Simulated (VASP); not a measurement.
Runs of VASP 6.6.1 on P. The structure is that of space group Im-3m (No. 229), or close to it. The cells are those of the table. This isn't the form of P at room conditions, which is orthorhombic.

```csv
task,spin,cell,k mesh,cutoff (eV),gap on the mesh (eV),pressure (GPa)
single point,"non-collinear, zero start, SOC","a = 2.604 Å, angles 109.5°, 1 atom",15 × 15 × 15,520,-,-0.5
single point,off,"a = 2.704 Å, angles 109.5°, 1 atom",16 × 16 × 16,520,none,-10.2
single point,off,"a = 2.604 Å, angles 109.5°, 1 atom",14 × 14 × 14,520,none,-0.1
single point,off,"a = 2.495 Å, angles 109.5°, 1 atom",16 × 16 × 16,520,none,(a)
relaxation of cell and atoms,off,"relaxed from a = 2.704 Å, angles 109.5°, 1 atom",14 × 14 × 14,600,none,0.0
```

Alike in all rows: level LDA; potentials or basis VASP PAW LDA potentials, release 64 (P); smearing fermi-dirac 0.1 eV.

Question: Fill in the values left out.

Answer: (a) 17.8.

Caveats: the cell stands under tension (at least some runs); the cell stands under pressure (at least some runs).

A gap of «none» marks levels without a gap at the run's occupations.
